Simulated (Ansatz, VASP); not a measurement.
# AlV2C in VASP and in Ansatz

```
V Al C
1.0
     2.88760    0.00000    0.00000
    -1.44380    2.50073    0.00000
     0.00000    0.00000   13.23587
V Al C
4 2 2
Direct
  0.33333 0.66667 0.91362
  0.66667 0.33333 0.08638
  0.66667 0.33333 0.41362
  0.33333 0.66667 0.58638
  0.66667 0.33333 0.75000
  0.33333 0.66667 0.25000
  0.00000 0.00000 0.50000
  0.00000 0.00000 0.00000
```

Alike in both runs: functional PBEsol; k mesh 9 × 9 × 2; occupations fermi-dirac, width 0.05 eV; collinear spin.

|  | VASP | Ansatz |
| --- | --- | --- |
| version | VASP 6.6.1 | Ansatz 0.2.0 |
| potentials or method | VASP PAW PBE potentials, release 64 (V_sv, Al, C) | Ansatz PAW |
| plane-wave cutoff (eV) | 520 | 420 |
| valence electrons in the cell | 66 | 66 |
| task | single point | band structure |

VASP gave:

* gap on the k mesh at the Fermi level (eV): none
* pressure (GPa): -5.5
* traceless stress, the component that is largest in VASP (GPa): -2.55
* rms of the force components (eV/Å): 0.289
* net moment per atom (μB): 0.00

Q: Which values does Ansatz return?

A: gap on the k mesh at the Fermi level (eV): none; pressure (GPa): -5.9; traceless stress, the component that is largest in VASP (GPa): -2.57; rms of the force components (eV/Å): 0.302; net moment per atom (μB): 0.00.

VASP's potentials were made for PBE, not for PBEsol. Atom by atom the forces differ by 0.013 eV/Å (rms over components). A gap of «none» marks a metal or a gap that the smearing closes.
